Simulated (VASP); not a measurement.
# MnO (Fm-3m) in VASP: further runs

The runs below take MnO through relaxation of cell and atoms, single point, with revPBE+D4, BLYP+D3(BJ), BLYP+D4, LDA.

Everything below comes from runs of VASP 6.6.1. Logs are shortened: lines on timing, memory, paths and dates and some standing lists are left out, and cuts for length are marked.

### 1 The cell of the first run

It takes space group Fm-3m (No. 225, cubic). The conventional cell has a = 4.448 Å, b = 4.448 Å, c = 4.448 Å, α = 90.00°, β = 90.00°, γ = 90.00°. Mn (site symmetry m-3m) has 6 O at 2.22 Å within 2.9 Å. Within 2.9 Å of O (site symmetry m-3m) lie 6 Mn at 2.22 Å.

### 2 Relaxation of cell and atoms, revPBE+D4, collinear spin, ferromagnetic start

INCAR

```
SYSTEM = MnO
PREC     = Accurate       ! precision mode
ENCUT    = 600            ! plane-wave cutoff, eV
EDIFF    = 1E-7           ! SCF threshold, eV
ISMEAR   = -1             ! smearing method
SIGMA    = 0.05           ! smearing width, eV
LREAL    = .FALSE.        ! projectors in reciprocal space
LASPH    = .TRUE.         ! aspherical terms in the spheres
NELM     = 150            ! most SCF steps
ALGO     = Normal         ! electronic algorithm
ISIF     = 3              ! what is computed and relaxed
LWAVE    = .FALSE.        ! write WAVECAR
LCHARG   = .FALSE.        ! write CHGCAR
ISPIN    = 2              ! spin polarisation
MAGMOM   = 4 0            ! initial moments
LORBIT   = 11             ! projections on sites
LMAXMIX  = 4              ! l up to which the mixer works
GGA      = RE             ! functional
IVDW     = 13             ! dispersion correction
IBRION   = 2              ! ionic algorithm
NSW      = 60             ! ionic steps
EDIFFG   = -0.01          ! ionic threshold
```

KPOINTS

```
Automatic mesh
0
G
  10 10 10
  0 0 0
```

POSCAR

```
MnO
1.0
    0.0000000000      2.2239077028      2.2239077028
    2.2239077028      0.0000000000      2.2239077028
    2.2239077028      2.2239077028      0.0000000000
Mn O
1 1
Direct
    0.0000000000      0.0000000000      0.0000000000
    0.5000000000      0.5000000000      0.5000000000
```

Potentials or basis: VASP PAW PBE potentials, release 64 (Mn_pv, O).

Command:

```bash
$ cat potpaw_PBE.64/Mn_pv/POTCAR potpaw_PBE.64/O/POTCAR > POTCAR
$ mpirun -np 1 vasp_std > vasp.out
```

OUTCAR:

```text
SYSTEM = MnO
   PREC = Accurate
   ENCUT = 600
   EDIFF = 1E-7
   ISMEAR = -1
   LREAL = .FALSE.
   LASPH = .TRUE.
   NELM = 150
   ISIF = 3
   ISPIN = 2
   LORBIT = 11
   GGA = RE
   IVDW = 13
   IBRION = 2
   NSW = 60
   EDIFFG = -0.01

 ion  position               nearest neighbor table
   1  0.000  0.000  0.000-   2 2.22   2 2.22   2 2.22   2 2.22   2 2.22   2 2.22
   2  0.500  0.500  0.500-   1 2.22   1 2.22   1 2.22   1 2.22   1 2.22   1 2.22

  LATTYP: Found a face centered cubic cell.
 ALAT       =     4.4478154056

  Lattice vectors:

 A1 = (   0.0000000000,   2.2239077028,   2.2239077028)
 A2 = (   2.2239077028,   0.0000000000,   2.2239077028)
 A3 = (   2.2239077028,   2.2239077028,   0.0000000000)

Analysis of symmetry for initial positions (statically):
=====================================================================
 Subroutine PRICEL returns:
 Original cell was already a primitive cell.

 Routine SETGRP: Setting up the symmetry group for a
 face centered cubic supercell.

 Subroutine GETGRP returns: Found 48 space group operations
 (whereof 48 operations were pure point group operations)
 out of a pool of 48 trial point group operations.

The static configuration has the point symmetry O_h .

Analysis of symmetry for dynamics (positions and initial velocities):
=====================================================================
 Subroutine PRICEL returns:
 Original cell was already a primitive cell.

 Routine SETGRP: Setting up the symmetry group for a
 face centered cubic supercell.

 Subroutine GETGRP returns: Found 48 space group operations
 (whereof 48 operations were pure point group operations)
 out of a pool of 48 trial point group operations.

The dynamic configuration has the point symmetry O_h .

Analysis of structural, dynamic, and magnetic symmetry:
=====================================================================
 Subroutine PRICEL returns:
 Original cell was already a primitive cell.

 Routine SETGRP: Setting up the symmetry group for a
 face centered cubic supercell.

 Subroutine GETGRP returns: Found 48 space group operations
 (whereof 48 operations were pure point group operations)
 out of a pool of 48 trial point group operations.

The overall configuration has the point symmetry O_h .

 Subroutine INISYM returns: Found 48 space group operations
 (whereof 48 operations are pure point group operations),
 and found     1 'primitive' translations

----------------------------------------------------------------------------------------

                                     Primitive cell

  volume of cell :      21.9979

  direct lattice vectors                    reciprocal lattice vectors
[... 108 lines left out ...]
  volume/ion in A,a.u.               =      11.00        74.22
  Fermi-wavevector in a.u.,A,eV,Ry     =   1.559071  2.946217 33.071721  2.430703
  Thomas-Fermi vector in A             =   2.662483
   LORBIT       =     11    0 simple, 1 ext, 2 COOP (PROOUT), +10 PAW based schemes
   GGA     = RE    functional components
   LHFCALC =     F    Hartree Fock is set to
   AEXX    =    0.0000 exact exchange contribution
   IVDW    =    13    specifies the selected vdW correction
   LEPSILON=     F    determine dielectric tensor
   LRPA    =     F    only Hartree local field effects (RPA)
 conjugate gradient relaxation of ions
 spin polarized calculation
  energy-cutoff  :      600.00
  volume of cell :       22.00
 maximum number of plane-waves:       754
 NGX is ok and might be reduce to    28
   NGX = 13   NGY = 13   NGZ = 13

--------------------------------------- Ionic step        1  -------------------------------------------

 number of electron      18.9999997 magnetization       4.8128922

 Free energy of the ion-electron system (eV)
  ---------------------------------------------------
  ext. energy  EPLUGINS =         0.00000000
  ---------------------------------------------------
  free energy    TOTEN  =       -15.80348835 eV

  energy without entropy =      -15.79702593  energy(sigma->0) =      -15.80025714

------------------------ aborting loop because EDIFF is reached ----------------------------------------

  DFT-D4 for vdW energy calculation

  Edisp (eV):   -1.18603
[... 71 lines left out ...]
--------------------------------------- Ionic step        3  -------------------------------------------

 number of electron      19.0000003 magnetization       4.7967890

 Free energy of the ion-electron system (eV)
  ---------------------------------------------------
  ext. energy  EPLUGINS =         0.00000000
  ---------------------------------------------------
  free energy    TOTEN  =       -15.79164704 eV

  energy without entropy =      -15.78493304  energy(sigma->0) =      -15.78829004

 E-fermi :   7.8684     XC(G=0): -11.7837

 val. band max:        7.8528624015   @ k =   0.5000   0.1000   0.0000
 cond. band min:       7.8731365546   @ k =   0.4000   0.0000   0.0000
 fundamental gap:      0.0202741531
 Fermi energy:         7.8684403498

 spin component 1

 k-point     1 :       0.0000    0.0000    0.0000
  band No.  band energies     occupation
      1     -42.5969      1.00000
      2     -42.5969      1.00000
      3     -42.5969      1.00000
      4     -12.6003      1.00000
      5       4.0492      1.00000
      6       4.0492      1.00000
      7       4.0492      1.00000
      8       4.5733      1.00000
      9       4.5733      1.00000
     10       4.5733      1.00000
     11       5.1150      1.00000
     12       5.1150      1.00000
     13       7.3904      0.99993
     14      21.8517      0.00000
[... 403 lines left out ...]
      4     -11.7593      1.00000
      5       0.5854      1.00000
      6       2.5004      1.00000
      7       2.7753      1.00000
      8       4.0928      1.00000
      9       5.5830      1.00000
     10       5.8328      1.00000
     11       5.9998      1.00000
     12       6.4005      1.00000
     13      12.7557      0.00000
     14      16.7788      0.00000
     15      18.1427      0.00000

 [... further k-points ...]

 spin component 2

 k-point     1 :       0.0000    0.0000    0.0000
  band No.  band energies     occupation
      1     -37.8758      1.00000
      2     -37.8758      1.00000
      3     -37.8758      1.00000
      4     -12.1511      1.00000
      5       4.4379      1.00000
      6       4.4379      1.00000
      7       4.4379      1.00000
      8       8.6654      0.00000
      9       8.6654      0.00000
     10       8.6654      0.00000
     11       8.8064      0.00000
     12       9.2910      0.00000
     13       9.2910      0.00000
     14      22.5744      0.00000
[... 448 lines left out ...]
  FREE ENERGIE OF THE ION-ELECTRON SYSTEM (eV)
  ---------------------------------------------------
  free  energy   TOTEN  =       -16.9919343175 eV

  energy  without entropy=      -16.9852203259  energy(sigma->0) =      -16.98857732

 reached required accuracy - stopping structural energy minimisation

 total charge

# of ion       s       p       d       tot
------------------------------------------
    1        0.203   6.180   4.979  11.361
    2        1.561   3.434   0.000   4.995
--------------------------------------------------
tot          1.763   9.614   4.979  16.356

 magnetization (x)

# of ion       s       p       d       tot
------------------------------------------
    1        0.034   0.027   4.295   4.356
    2        0.030   0.172   0.000   0.202
--------------------------------------------------
tot          0.064   0.200   4.295   4.558
```

CONTCAR:

```text
MnO
   1.00000000000000
    -0.0000000000000000    2.2119734016942108    2.2119734016942108
     2.2119734016942108   -0.0000000000000000    2.2119734016942108
     2.2119734016942108    2.2119734016942108    0.0000000000000000
  Mn              O
     1     1
Direct
     0.0000000000000000    0.0000000000000000    0.0000000000000000
     0.5000000000000000    0.5000000000000000    0.5000000000000000

  0.00000000E+00  0.00000000E+00  0.00000000E+00
  0.00000000E+00  0.00000000E+00  0.00000000E+00
```

Run time: 1.8 min. Hardware: 1 thread of Intel Xeon Platinum 8488C (Sapphire Rapids), shared host; peak memory 0.2 GiB.

Results:

```yaml
Free_energy: -16.9919 eV
Relaxed_volume: 10.82 Å³/atom
Relaxed_cell: a = 3.128 Å, b = 3.128 Å, c = 3.128 Å, α = 60.00°, β = 60.00°, γ = 60.00°
Space_group_after_relaxing_to_0.1_Å: Fm-3m (No. 225)
Energy_gained_by_relaxing: 1.2 meV/atom
Ionic_steps: 3
Pressure_after_relaxing: 0.0 GPa
Net_moment: 4.80 μB per cell
Site_moments: Mn +4.36; O +0.20 μB
Valence_electrons_inside_the_program's_atomic_spheres: Mn 11.36; O 5.00
Dispersion_energy_per_atom: -0.600 eV
```

Step by step:
| step | energy change (eV) | largest force (eV/Å) | pressure (GPa) | volume (Å³) |
| --- | --- | --- | --- | --- |
| 1 | 0.0000 | 0.0000 | -2.17 | 22.00 |
| 2 | -0.0021 | 0.0000 | 0.77 | 21.53 |
| 3 | -0.0024 | 0.0000 | 0.02 | 21.65 |

Final structure:
```
Mn O
1.0
     0.00000    2.21197    2.21197
     2.21197    0.00000    2.21197
     2.21197    2.21197    0.00000
Mn O
1 1
Direct
  0.00000 0.00000 0.00000
  0.50000 0.50000 0.50000
```

Caveat: the PAW data sets were made with another functional, which shifts forces and pressure a little; a cell with one magnetic atom can't hold antiferromagnetic order, which such compounds often take; semilocal functionals often make such compounds metallic where correlation or magnetic order opens a gap, which also shifts bond lengths. With open d or f shells a metallic result of revPBE can be an artefact of self-interaction; +U or a hybrid may open a gap.

### 3 Relaxation of cell and atoms, BLYP+D3(BJ), collinear spin, ferromagnetic start

INCAR

```
AGGAC    = 1.0          
AGGAX    = 1.0          
ALDAC    = 0.0          
ALDAX    = 1.0          
ALGO     = Normal         # electronic algorithm
EDIFF    = 1E-6           # SCF threshold, eV
EDIFFG   = -0.01          # ionic threshold
ENCUT    = 600            # plane-wave cutoff, eV
GGA      = B5             # functional
IBRION   = 2              # ionic algorithm
ISIF     = 3              # what is computed and relaxed
ISMEAR   = -1             # smearing method
ISPIN    = 2              # spin polarisation
IVDW     = 12             # dispersion correction
LASPH    = True           # aspherical terms in the spheres
LCHARG   = False          # write CHGCAR
LMAXMIX  = 4              # l up to which the mixer works
LORBIT   = 11             # projections on sites
LREAL    = False          # projectors in reciprocal space
LWAVE    = False          # write WAVECAR
MAGMOM   = 4 0            # initial moments
NELM     = 150            # most SCF steps
NSW      = 60             # ionic steps
PREC     = Accurate       # precision mode
SIGMA    = 0.05           # smearing width, eV
VDW_A1   = 0.4298       
VDW_A2   = 4.2359       
VDW_S6   = 1.0          
VDW_S8   = 2.6996
```

KPOINTS

```
k-points
0
Gamma
  10 10 10
```

POSCAR is that of step 2.

Potentials or basis: VASP PAW PBE potentials, release 64 (Mn_pv, O).

Command:

```bash
$ cat potpaw_PBE.64/Mn_pv/POTCAR potpaw_PBE.64/O/POTCAR > POTCAR
$ mpirun -np 1 vasp_std > vasp.out
```

It took 6.8 min on 1 thread of Intel Xeon Platinum 8488C (Sapphire Rapids), shared host; peak memory 0.2 GiB.

It converged, with:

```yaml
Free_energy: -15.4213 eV
Relaxed_volume: 19.39 Å³/atom
Relaxed_cell: a = 3.799 Å, b = 3.799 Å, c = 3.799 Å, α = 60.00°, β = 60.00°, γ = 60.00°
Space_group_after_relaxing_to_0.1_Å: Fm-3m (No. 225)
Pressure_after_relaxing: 0.0 GPa
Band_gap_on_the_k_mesh: zero (filled and empty bands overlap)
Net_moment: 5.00 μB per cell
Site_moments: Mn +4.54; O +0.18 μB
Valence_electrons_inside_the_program's_atomic_spheres: Mn 11.07; O 4.83
Dispersion_energy_per_atom: -0.985 eV
```

Final structure:
```yaml
crystal:
  lattice:
    - [0.00000, 2.68663, 2.68663]
    - [2.68663, 0.00000, 2.68663]
    - [2.68663, 2.68663, 0.00000]
  atoms:
    - { symbol: Mn, position: [0.00000, 0.00000, 0.00000] }
    - { symbol: O, position: [0.50000, 0.50000, 0.50000] }
```

Levels at points of the mesh, in eV from the Fermi level:
Spin up:
```csv
k point,band 10,band 11,band 12,band 13,band 14,band 15
"(0.00, 0.00, 0.00)",-1.09,-1.09,-1.09,-0.69,12.72,12.72
"(0.50, 0.00, 0.00)",-1.75,-0.15,-0.15,3.84,4.70,9.45
"(0.50, 0.50, 0.00)",-2.12,-1.62,-1.62,2.86,6.42,9.76
```
Spin down:
| k point | band 3 | band 4 | band 5 | band 6 | band 7 | band 8 | band 9 | band 10 | band 11 | band 12 |
| --- | --- | --- | --- | --- | --- | --- | --- | --- | --- | --- |
| (0.00, 0.00, 0.00) | -45.33 | -15.70 | -0.81 | -0.81 | -0.81 | 0.19 | 1.54 | 1.54 | 1.54 | 1.71 |
| (0.50, 0.00, 0.00) | -45.33 | -15.48 | -3.07 | -1.51 | -1.51 | 1.96 | 1.96 | 1.96 | 2.64 | 2.64 |
| (0.50, 0.50, 0.00) | -45.33 | -15.46 | -2.43 | -1.33 | -1.33 | 1.03 | 1.71 | 1.93 | 2.13 | 2.13 |

Caveat: the volume moved by over 15 % at a fixed basis, so the end points are rough; the PAW data sets were made with another functional, which shifts forces and pressure a little; a cell with one magnetic atom can't hold antiferromagnetic order, which such compounds often take; semilocal functionals often make such compounds metallic where correlation or magnetic order opens a gap, which also shifts bond lengths. With open d or f shells a metallic result of BLYP can be an artefact of self-interaction; +U or a hybrid may open a gap.

### 4 Relaxation of cell and atoms, BLYP+D4, collinear spin, ferromagnetic start

INCAR

```
SYSTEM = MnO
AGGAC = 1.0 ; AGGAX = 1.0
ALDAC = 0.0 ; ALDAX = 1.0
ALGO = Normal ; EDIFF = 1E-6
EDIFFG = -0.01 ; ENCUT = 600
GGA = B5 ; IBRION = 2
ISIF = 3 ; ISMEAR = -1
ISPIN = 2 ; IVDW = 13
LASPH = .TRUE. ; LCHARG = .FALSE.
LMAXMIX = 4 ; LORBIT = 11
LREAL = .FALSE. ; LWAVE = .FALSE.
MAGMOM = 4 0 ; NELM = 150
NSW = 60 ; PREC = Accurate
SIGMA = 0.05 ; VDW_A1 = 0.44488865
VDW_A2 = 4.0933009 ; VDW_S6 = 1.0
VDW_S8 = 2.34076671
```

KPOINTS

```
k-points
0
G
  10 10 10
  0 0 0
```

POSCAR is that of step 3.

Command:

```bash
$ cat potpaw_PBE.64/Mn_pv/POTCAR potpaw_PBE.64/O/POTCAR > POTCAR
$ mpirun -np 1 vasp_std > vasp.out
```

Wall time 1.7 min (1 thread of Intel Xeon Platinum 8488C (Sapphire Rapids), shared host); peak memory 0.2 GiB.

It converged, with:

- Free energy: -16.5202 eV
- Relaxed volume: 10.60 Å³/atom
- Relaxed cell: a = 3.107 Å, b = 3.107 Å, c = 3.107 Å, α = 60.00°, β = 60.00°, γ = 60.00°
- Space group after relaxing (to 0.1 Å): Fm-3m (No. 225)
- Energy gained by relaxing: 3.9 meV/atom
- Ionic steps: 3
- Pressure after relaxing: 0.1 GPa
- Net moment: 4.57 μB per cell
- Site moments: Mn +4.17; O +0.21 μB
- Valence electrons inside the program's atomic spheres: Mn 11.43; O 5.00
- Dispersion energy per atom: -0.628 eV

The path:
| step | energy change (eV) | largest force (eV/Å) | pressure (GPa) | volume (Å³) |
| --- | --- | --- | --- | --- |
| 1 | 0.0000 | 0.0000 | -3.14 | 22.00 |
| 2 | -0.0078 | 0.0000 | -0.50 | 21.32 |
| 3 | -0.0079 | 0.0000 | 0.14 | 21.20 |

Final structure:
```
Mn O
1.0
     0.00000    2.19667    2.19667
     2.19667    0.00000    2.19667
     2.19667    2.19667    0.00000
Mn O
1 1
Direct
  0.00000 0.00000 0.00000
  0.50000 0.50000 0.50000
```

Levels at points of the mesh, in eV from the Fermi level:
Spin up:
| k point | band 9 | band 10 | band 11 | band 12 | band 13 | band 14 | band 15 |
| --- | --- | --- | --- | --- | --- | --- | --- |
| (0.00, 0.00, 0.00) | -3.13 | -3.13 | -2.59 | -2.59 | 0.07 | 14.94 | 17.05 |
| (0.50, 0.00, 0.00) | -2.21 | -1.79 | 0.31 | 0.31 | 4.11 | 8.23 | 12.47 |
| (0.50, 0.50, 0.00) | -2.14 | -1.92 | -1.92 | -1.74 | 5.54 | 8.37 | 11.19 |
Spin down:
```tsv
k point	band 4	band 5	band 6	band 7	band 8	band 9	band 10	band 11
(0.00, 0.00, 0.00)	-20.10	-3.60	-3.60	-3.60	0.38	0.38	0.38	1.02
(0.50, 0.00, 0.00)	-19.07	-7.70	-5.19	-5.19	1.66	1.66	1.66	3.49
(0.50, 0.50, 0.00)	-19.13	-6.66	-4.59	-4.59	-1.17	1.67	1.96	2.10
```

Caveat: the PAW data sets were made with another functional, which shifts forces and pressure a little; a cell with one magnetic atom can't hold antiferromagnetic order, which such compounds often take; semilocal functionals often make such compounds metallic where correlation or magnetic order opens a gap, which also shifts bond lengths. With open d or f shells a metallic result of BLYP can be an artefact of self-interaction; +U or a hybrid may open a gap.

(Part 1 of 2 ends here.)

The gap in the log of VASP goes by the Fermi energy; the results here count the filled bands.